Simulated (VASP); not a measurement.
# Li3Bi2 (P4/mmm) in VASP: notebook

Runs on Li3Bi2. Level: PBE. Tasks: single point.

Everything below comes from runs of VASP 6.6.1. Logs are shortened: lines on timing, memory, paths and dates and some standing lists are left out, and cuts for length are marked.

## 1. The cell of the first run

Symmetry: P4/mmm, No. 123, tetragonal system. Conventional cell: a = 5.361 Å, b = 5.361 Å, c = 5.467 Å, α = 90.00°, β = 90.00°, γ = 90.00°. Li (site symmetry 4/mmm) has 4 Bi at 2.68 Å within 3.5 Å. Within 3.6 Å of Li (site symmetry mmm) lie 2 Bi at 2.73 Å. Within 3.5 Å of Bi (site symmetry mmm) lie 4 Li at 2.68 to 2.73 Å.

## 2. Single point, PBE

INCAR reads:

```
SYSTEM = Li3Bi2
ALGO     = Normal         ! electronic algorithm
EDIFF    = 1E-6           ! SCF threshold, eV
ENCUT    = 520            ! plane-wave cutoff, eV
GGA      = PE             ! functional
ISIF     = 2              ! what is computed and relaxed
ISMEAR   = 0              ! smearing method
LASPH    = .True.         ! aspherical terms in the spheres
LCHARG   = .False.        ! write CHGCAR
LREAL    = .False.        ! projectors in reciprocal space
LWAVE    = .False.        ! write WAVECAR
NBANDS   = 28             ! bands
NELM     = 100            ! most SCF steps
PREC     = Accurate       ! precision mode
SIGMA    = 0.1            ! smearing width, eV
```

KPOINTS reads:

```
k-points
0
Gamma
  8 8 8
  0 0 0
```

POSCAR reads:

```
Li3Bi2
1.0
    5.3606819535      0.0000000000      0.0000000000
    0.0000000000      5.3606819535      0.0000000000
    0.0000000000      0.0000000000      5.4666133773
Li Bi
3 2
Direct
    0.5000000000      0.5000000000      0.5000000000
    0.0000000000      0.5000000000      0.0000000000
    0.5000000000      0.0000000000      0.0000000000
    0.0000000000      0.5000000000      0.5000000000
    0.5000000000      0.0000000000      0.5000000000
```

Potentials or basis: VASP PAW PBE potentials, release 64 (Li_sv, Bi_d).

The run is started by

```console
$ cat potpaw_PBE.64/Li_sv/POTCAR potpaw_PBE.64/Bi_d/POTCAR > POTCAR
$ mpirun -np 1 vasp_std > vasp.out
```

OUTCAR:

```text
SYSTEM = Li3Bi2
   EDIFF = 1E-6
   ENCUT = 520
   GGA = PE
   ISIF = 2
   ISMEAR = 0
   LASPH = .True.
   LREAL = .False.
   NELM = 100
   PREC = Accurate

 ion  position               nearest neighbor table
   1  0.500  0.500  0.500-   4 2.68   5 2.68   5 2.68   4 2.68
   2  0.000  0.500  0.000-   4 2.73   4 2.73
   3  0.500  0.000  0.000-   5 2.73   5 2.73
   4  0.000  0.500  0.500-   1 2.68   1 2.68   2 2.73   2 2.73   5 3.79   5 3.79   5 3.79   5 3.79

   5  0.500  0.000  0.500-   1 2.68   1 2.68   3 2.73   3 2.73   4 3.79   4 3.79   4 3.79   4 3.79

  LATTYP: Found a simple tetragonal cell.
 ALAT       =     5.3606819535
 C/A-ratio  =     1.0197608112

  Lattice vectors:

 A1 = (   5.3606819535,   0.0000000000,   0.0000000000)
 A2 = (   0.0000000000,   5.3606819535,   0.0000000000)
 A3 = (   0.0000000000,   0.0000000000,   5.4666133773)

Analysis of symmetry for initial positions (statically):
=====================================================================
 Subroutine PRICEL returns:
 Original cell was already a primitive cell.

 Routine SETGRP: Setting up the symmetry group for a
 simple tetragonal supercell.

 Subroutine GETGRP returns: Found 16 space group operations
 (whereof 16 operations were pure point group operations)
 out of a pool of 16 trial point group operations.

The static configuration has the point symmetry D_4h.

Analysis of symmetry for dynamics (positions and initial velocities):
=====================================================================
 Subroutine PRICEL returns:
 Original cell was already a primitive cell.

 Routine SETGRP: Setting up the symmetry group for a
 simple tetragonal supercell.

 Subroutine GETGRP returns: Found 16 space group operations
 (whereof 16 operations were pure point group operations)
 out of a pool of 16 trial point group operations.

The dynamic configuration has the point symmetry D_4h.

 Subroutine INISYM returns: Found 16 space group operations
 (whereof 16 operations are pure point group operations),
 and found     1 'primitive' translations

----------------------------------------------------------------------------------------

                                     Primitive cell

  volume of cell :     157.0936

  direct lattice vectors                    reciprocal lattice vectors
     5.360681954  0.000000000  0.000000000     0.186543430  0.000000000  0.000000000
     0.000000000  5.360681954  0.000000000     0.000000000  0.186543430  0.000000000
     0.000000000  0.000000000  5.466613377     0.000000000  0.000000000  0.182928612

  length of vectors
     5.360681954  5.360681954  5.466613377     0.186543430  0.186543430  0.182928612

  position of ions in fractional coordinates (direct lattice)
     0.500000000  0.500000000  0.500000000
     0.000000000  0.500000000  0.000000000
     0.500000000  0.000000000  0.000000000
     0.000000000  0.500000000  0.500000000
     0.500000000  0.000000000  0.500000000

  ion indices of the primitive-cell ions
   primitive index   ion index
                 1           1
                 2           2
                 3           3
                 4           4
                 5           5

----------------------------------------------------------------------------------------

 KPOINTS: k-points

Automatic generation of k-mesh.
 Grid dimensions read from file:
 generate k-points for:    8    8    8

 Generating k-lattice:

  Cartesian coordinates                     Fractional coordinates (reciprocal lattice)
     0.023317929  0.000000000  0.000000000     0.125000000  0.000000000  0.000000000
     0.000000000  0.023317929  0.000000000     0.000000000  0.125000000  0.000000000
     0.000000000  0.000000000  0.022866077     0.000000000  0.000000000  0.125000000

  Length of vectors
     0.023317929  0.023317929  0.022866077

  Shift w.r.t. Gamma in fractional coordinates (k-lattice)
     0.000000000  0.000000000  0.000000000

 Subroutine IBZKPT returns following result:
 ===========================================

 Found     75 irreducible k-points:

 Following reciprocal coordinates:
            Coordinates               Weight
  0.000000  0.000000  0.000000      1.000000
  0.125000  0.000000  0.000000      4.000000
  0.250000  0.000000  0.000000      4.000000
  0.375000  0.000000  0.000000      4.000000
  0.500000  0.000000  0.000000      2.000000
  0.125000  0.125000  0.000000      4.000000
[... 16 lines left out ...]
  0.375000  0.125000  0.125000     16.000000
  0.500000  0.125000  0.125000      8.000000
 [... further k-points ...]
   k-points           NKPTS =     75   k-points in BZ     NKDIM =     75   number of bands    NBANDS=     28
   number of dos      NEDOS =    301   number of ions     NIONS =      5
   total plane-waves  NPLWV =  67200
   dimension x,y,z NGX =    40 NGY =   40 NGZ =   42
   dimension x,y,z NGXF=    80 NGYF=   80 NGZF=   84
   ions per type =               3   2
   NGX,Y,Z   is equivalent  to a cutoff of  12.40, 12.40, 12.77 a.u.
   NGXF,Y,Z  is equivalent  to a cutoff of  24.81, 24.81, 25.55 a.u.
 SYSTEM =  Li3Bi2
   PREC   = accura    normal or accurate (medium, high low for compatibility)
   ISTART =      0    job   : 0-new  1-cont  2-samecut
   ICHARG =      2    charge: 1-file 2-atom 10-const
   ISPIN  =      1    spin polarized calculation?
   LNONCOLLINEAR =      F non collinear calculations
   LSORBIT =      F    spin-orbit coupling
   LASPH  =      T    aspherical Exc in radial PAW
   ENCUT  =  520.0 eV  38.22 Ry    6.18 a.u.   9.97  9.97 10.16*2*pi/ulx,y,z
   NELM   =    100;   NELMIN=  2; NELMDL= -5     # of ELM steps
   EDIFF  = 0.1E-05   stopping-criterion for ELM
   LREAL  =      F    real-space projection
   EDIFFG = 0.1E-04   stopping-criterion for IOM
   NSW    =      0    number of steps for IOM
   IBRION =     -1    ionic relax: 0-MD 1-quasi-New 2-CG
   NFREE  =      0    steps in history (QN), initial steepest desc. (CG)
   ISIF   =      2    stress and relaxation
   ISYM   =      2    0-nonsym 1-usesym 2-fastsym
   POTIM  = 0.5000    time-step for ionic-motion
   TEBEG  =    0.0;   TEEND  =   0.0 temperature during run
   PSTRESS=    0.0 pullay stress
   NELECT =      39.0000    total number of electrons
   NUPDOWN=      -1.0000    fix difference up-down
   EMIN   =  10.00;   EMAX   =-10.00  energy-range for DOS
   EFERMI =   0.00;   METHOD = LEGACY
   ISMEAR =     0;   SIGMA  =   0.10  broadening in eV -4-tet -1-fermi 0-gaus
   EFERMI_NEDOS =   21; number of points for ismear=-14 and -15
   IALGO  =     38    algorithm
   IMIX   =      4    mixing-type and parameters
     AMIX     =   0.40;   BMIX     =  1.00
     AMIX_MAG =   1.60;   BMIX_MAG =  1.00
  volume/ion in A,a.u.               =      31.42       212.02
  Fermi-wavevector in a.u.,A,eV,Ry     =   1.028909  1.944356 14.403853  1.058653
  Thomas-Fermi vector in A             =   2.162929
   LORBIT       =      0    0 simple, 1 ext, 2 COOP (PROOUT), +10 PAW based schemes
   GGA     = PE    functional components
   LHFCALC =     F    Hartree Fock is set to
   AEXX    =    0.0000 exact exchange contribution
   IVDW    =     0    specifies the selected vdW correction
   LEPSILON=     F    determine dielectric tensor
   LRPA    =     F    only Hartree local field effects (RPA)
 non-spin polarized calculation
 Gauss-broadening in eV      SIGMA  =   0.10
  energy-cutoff  :      520.00
  volume of cell :      157.09
 maximum number of plane-waves:      4280
 NGX is ok and might be reduce to    40
   NGX = 19   NGY = 19   NGZ = 21

 number of electron      39.0000001 magnetization

 Free energy of the ion-electron system (eV)
  ---------------------------------------------------
  ext. energy  EPLUGINS =         0.00000000
  ---------------------------------------------------
  free energy    TOTEN  =       -13.98744584 eV

  energy without entropy =      -13.98318097  energy(sigma->0) =      -13.98531341

 E-fermi :   2.3005     XC(G=0):  -7.4488

 val. band max:        2.2962334780   @ k =   0.3750   0.0000   0.1250
 cond. band min:       2.3308902132   @ k =   0.3750   0.0000   0.3750
 fundamental gap:      0.0346567352
 Fermi energy:         2.3004784131

 k-point     1 :       0.0000    0.0000    0.0000
  band No.  band energies     occupation
      1     -44.6443      2.00000
      2     -44.6435      2.00000
      3     -43.9536      2.00000
      4     -19.9324      2.00000
      5     -19.9319      2.00000
      6     -19.8966      2.00000
[... 20 lines left out ...]
     27       8.2398      0.00000
     28       8.4785      0.00000

 k-point     2 :       0.1250    0.0000    0.0000
  band No.  band energies     occupation
      1     -44.6442      2.00000
      2     -44.6436      2.00000
      3     -43.9536      2.00000
      4     -19.9307      2.00000
      5     -19.9287      2.00000
      6     -19.8980      2.00000
[... 20 lines left out ...]
     27       8.5595      0.00000
     28       8.6109      0.00000

 k-point     3 :       0.2500    0.0000    0.0000
  band No.  band energies     occupation
      1     -44.6442      2.00000
      2     -44.6437      2.00000
      3     -43.9535      2.00000
      4     -19.9272      2.00000
      5     -19.9181      2.00000
      6     -19.9021      2.00000
[... 20 lines left out ...]
     27       8.7666      0.00000
     28       9.0192      0.00000

 k-point     4 :       0.3750    0.0000    0.0000
  band No.  band energies     occupation
      1     -44.6440      2.00000
      2     -44.6438      2.00000
      3     -43.9535      2.00000
      4     -19.9218      2.00000
      5     -19.9081      2.00000
      6     -19.9021      2.00000
[... 578 lines left out ...]
     27       8.1348      0.00000
     28       8.9069      0.00000

 k-point    23 :       0.3750    0.1250    0.1250
  band No.  band energies     occupation
      1     -44.6440      2.00000
      2     -44.6438      2.00000
      3     -43.9534      2.00000
      4     -19.9214      2.00000
      5     -19.9087      2.00000
      6     -19.9015      2.00000
[... 20 lines left out ...]
     27       7.6993      0.00000
     28       9.0359      0.00000

 k-point    24 :       0.5000    0.1250    0.1250
  band No.  band energies     occupation
      1     -44.6439      2.00000
      2     -44.6439      2.00000
      3     -43.9534      2.00000
      4     -19.9165      2.00000
      5     -19.9139      2.00000
      6     -19.8842      2.00000
[... 20 lines left out ...]
     27       8.1784      0.00000
     28       8.8398      0.00000

 [... further k-points ...]

------------------------ aborting loop because EDIFF is reached ----------------------------------------

  FORCE on cell =-STRESS in cart. coord.  units (eV):
  Direction    XX          YY          ZZ          XY          YZ          ZX
  --------------------------------------------------------------------------------------
  -------------------------------------------------------------------------------------
  Total       -0.1062022     -0.1062022     -0.0440788      0.0000000      0.0000000      0.0000000
  in kB       -1.0831426     -1.0831426     -0.4495539      0.0000000      0.0000000      0.0000000
  external PRESSURE =      -0.8719464 kB  Pullay stress =       0.0000000 kB

 VOLUME and BASIS-vectors are now :
 -----------------------------------------------------------------------------
  energy-cutoff  :      520.00
  volume of cell :      157.09
      direct lattice vectors                 reciprocal lattice vectors
     5.360681954  0.000000000  0.000000000     0.186543430  0.000000000  0.000000000
     0.000000000  5.360681954  0.000000000     0.000000000  0.186543430  0.000000000
     0.000000000  0.000000000  5.466613377     0.000000000  0.000000000  0.182928612

 POSITION                                       TOTAL-FORCE (eV/Angst)
 -----------------------------------------------------------------------------------
      2.68034      2.68034      2.73331         0.000000      0.000000      0.000000
      0.00000      2.68034      0.00000         0.000000      0.000000      0.000000
      2.68034      0.00000      0.00000         0.000000      0.000000      0.000000
      0.00000      2.68034      2.73331         0.000000      0.000000      0.000000
      2.68034      0.00000      2.73331         0.000000      0.000000      0.000000
 -----------------------------------------------------------------------------------
    total drift:                               -0.000000      0.000000     -0.000000

  FREE ENERGIE OF THE ION-ELECTRON SYSTEM (eV)
  ---------------------------------------------------
  free  energy   TOTEN  =       -13.9874458433 eV

  energy  without entropy=      -13.9831809711  energy(sigma->0) =      -13.98531341
```

Run time: 2.5 min. Hardware: 1 thread of Intel Xeon Platinum 8488C (Sapphire Rapids), shared host; peak memory 0.4 GiB.

What came out:

| Quantity | Value |
| --- | --- |
| Free energy | -13.9874 eV |
| Band gap on the k mesh | zero (an odd number of electrons rules out a gap without spin polarisation) |

Levels at points of the mesh, in eV from the Fermi level:
```tsv
k point	band 17	band 18	band 19	band 20	band 21	band 22
(0.00, 0.00, 0.00)	-2.39	-2.20	-0.22	0.50	1.55	1.55
(0.50, 0.00, 0.00)	-1.36	-1.34	-1.23	-0.79	-0.38	2.04
(0.50, 0.50, 0.00)	-2.75	-1.11	-1.11	2.35	2.63	2.96
(0.00, 0.00, 0.50)	-2.19	-2.19	-0.18	1.76	1.76	2.53
(0.50, 0.00, 0.50)	-1.83	-1.33	-0.94	-0.37	-0.13	2.62
(0.50, 0.50, 0.50)	-2.45	-1.48	-1.48	0.31	1.14	2.52
```

Caveat: the cutoff is under 1.25 times the usual one of these potentials, so pressure, stress and relaxed cells hold a basis-set (Pulay) error; spin-orbit coupling is left out, which moves the levels of the heavy elements.

## 3. Single point, PBE

INCAR reads:

```
SYSTEM = Li3Bi2
PREC = Accurate
ENCUT = 520
EDIFF = 1E-6
ISMEAR = 0
SIGMA = 0.1
LREAL = .False.
LASPH = .True.
NELM = 100
ALGO = Normal
ISIF = 2
LWAVE = .False.
LCHARG = .False.
GGA = PE
NBANDS = 28
```

KPOINTS reads:

```
regular mesh
0
Gamma
  8 8 8
  0 0 0
```

POSCAR is that of step 2.

Potentials or basis: VASP PAW PBE potentials, release 64 (Li_sv, Bi_d).

The run is started by

```console
$ cat potpaw_PBE.64/Li_sv/POTCAR potpaw_PBE.64/Bi_d/POTCAR > POTCAR
$ mpirun -np 1 vasp_std > vasp.out
```

OUTCAR:

```text
SYSTEM = Li3Bi2
   PREC = Accurate
   ENCUT = 520
   EDIFF = 1E-6
   ISMEAR = 0
   LREAL = .False.
   LASPH = .True.
   NELM = 100
   ISIF = 2
   GGA = PE

 ion  position               nearest neighbor table
   1  0.500  0.500  0.500-   4 2.68   5 2.68   5 2.68   4 2.68
   2  0.000  0.500  0.000-   4 2.73   4 2.73
   3  0.500  0.000  0.000-   5 2.73   5 2.73
   4  0.000  0.500  0.500-   1 2.68   1 2.68   2 2.73   2 2.73   5 3.79   5 3.79   5 3.79   5 3.79

   5  0.500  0.000  0.500-   1 2.68   1 2.68   3 2.73   3 2.73   4 3.79   4 3.79   4 3.79   4 3.79

  LATTYP: Found a simple tetragonal cell.
 ALAT       =     5.3606819535
 C/A-ratio  =     1.0197608112

  Lattice vectors:

 A1 = (   5.3606819535,   0.0000000000,   0.0000000000)
 A2 = (   0.0000000000,   5.3606819535,   0.0000000000)
 A3 = (   0.0000000000,   0.0000000000,   5.4666133773)

Analysis of symmetry for initial positions (statically):
=====================================================================
 Subroutine PRICEL returns:
 Original cell was already a primitive cell.

 Routine SETGRP: Setting up the symmetry group for a
[... 177 lines left out ...]
 val. band max:        2.2962334780   @ k =   0.3750   0.0000   0.1250
 cond. band min:       2.3308902132   @ k =   0.3750   0.0000   0.3750
 fundamental gap:      0.0346567352
 Fermi energy:         2.3004784131

 k-point     1 :       0.0000    0.0000    0.0000
  band No.  band energies     occupation
      1     -44.6443      2.00000
      2     -44.6435      2.00000
      3     -43.9536      2.00000
      4     -19.9324      2.00000
      5     -19.9319      2.00000
      6     -19.8966      2.00000
[... 733 lines left out ...]
     27       8.1784      0.00000
     28       8.8398      0.00000

 [... further k-points ...]

------------------------ aborting loop because EDIFF is reached ----------------------------------------

  FORCE on cell =-STRESS in cart. coord.  units (eV):
  Direction    XX          YY          ZZ          XY          YZ          ZX
  --------------------------------------------------------------------------------------
  -------------------------------------------------------------------------------------
  Total       -0.1062022     -0.1062022     -0.0440788      0.0000000      0.0000000      0.0000000
  in kB       -1.0831426     -1.0831426     -0.4495539      0.0000000      0.0000000      0.0000000
  external PRESSURE =      -0.8719464 kB  Pullay stress =       0.0000000 kB

 VOLUME and BASIS-vectors are now :
 -----------------------------------------------------------------------------
  energy-cutoff  :      520.00
  volume of cell :      157.09
      direct lattice vectors                 reciprocal lattice vectors
     5.360681954  0.000000000  0.000000000     0.186543430  0.000000000  0.000000000
     0.000000000  5.360681954  0.000000000     0.000000000  0.186543430  0.000000000
     0.000000000  0.000000000  5.466613377     0.000000000  0.000000000  0.182928612

 POSITION                                       TOTAL-FORCE (eV/Angst)
 -----------------------------------------------------------------------------------
      2.68034      2.68034      2.73331         0.000000      0.000000      0.000000
      0.00000      2.68034      0.00000         0.000000      0.000000      0.000000
      2.68034      0.00000      0.00000         0.000000      0.000000      0.000000
      0.00000      2.68034      2.73331         0.000000      0.000000      0.000000
      2.68034      0.00000      2.73331         0.000000      0.000000      0.000000
 -----------------------------------------------------------------------------------
    total drift:                               -0.000000      0.000000     -0.000000

  FREE ENERGIE OF THE ION-ELECTRON SYSTEM (eV)
  ---------------------------------------------------
  free  energy   TOTEN  =       -13.9874458433 eV

  energy  without entropy=      -13.9831809711  energy(sigma->0) =      -13.98531341
```

Run time: 2.5 min. Hardware: 1 thread of Intel Xeon Platinum 8488C (Sapphire Rapids), shared host; peak memory 0.4 GiB.

Results:

| Quantity | Value |
| --- | --- |
| Free energy | -13.9874 eV |
| Band gap on the k mesh | zero (an odd number of electrons rules out a gap without spin polarisation) |

Caveat: the cutoff is under 1.25 times the usual one of these potentials, so pressure, stress and relaxed cells hold a basis-set (Pulay) error; spin-orbit coupling is left out, which moves the levels of the heavy elements.

The gap in the log of VASP goes by the Fermi energy; the results here count the filled bands.